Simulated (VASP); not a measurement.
Here is a VASP 6.6.1 calculation.

INCAR

```
SYSTEM = Hf3Be
PREC = Accurate
ENCUT = 520
EDIFF = 1E-6
ISMEAR = -1
SIGMA = 0.05
LREAL = .False.
LASPH = .True.
NELM = 80
ALGO = Fast
ISIF = 2
LWAVE = .False.
LCHARG = .False.
GGA = CA
NBANDS = 24
```

Contents of KPOINTS:

```
regular mesh
0
Gamma
  5 5 5
  0 0 0
```

File POSCAR:

```
Hf3Be
1.0
   -2.0920000000      2.0920000000      4.3530460000
    2.0920000000     -2.0920000000      4.3530460000
    2.0920000000      2.0920000000     -4.3530460000
Hf Be
3 1
Direct
    0.5000000000      0.5000000000      0.0000000000
    0.2500000000      0.7500000000      0.5000000000
    0.7500000000      0.2500000000      0.5000000000
    0.0000000000      0.0000000000      0.0000000000
```

Potentials or basis: VASP PAW LDA potentials, release 64 (Hf_pv, Be).

The run is started by

```bash
$ cat potpaw_LDA.64/Hf_pv/POTCAR potpaw_LDA.64/Be/POTCAR > POTCAR
$ mpirun -np 1 vasp_std > vasp.out
```

Task: What does it give for the pressure?

Result: -7.8 GPa.

Task: Estimate the band gap on the k mesh.

Result: Zero (band 16 reaches 4.55 eV, above the bottom of band 17 at 4.32 eV).

Stress tensor (GPa, compression positive):
```
-8.03  0.00  0.00
 0.00 -8.03  0.00
 0.00  0.00 -7.47
```

Caveat: the k points lie up to 0.42 Å⁻¹ apart; spin-orbit coupling is left out, which moves the levels of the heavy elements.
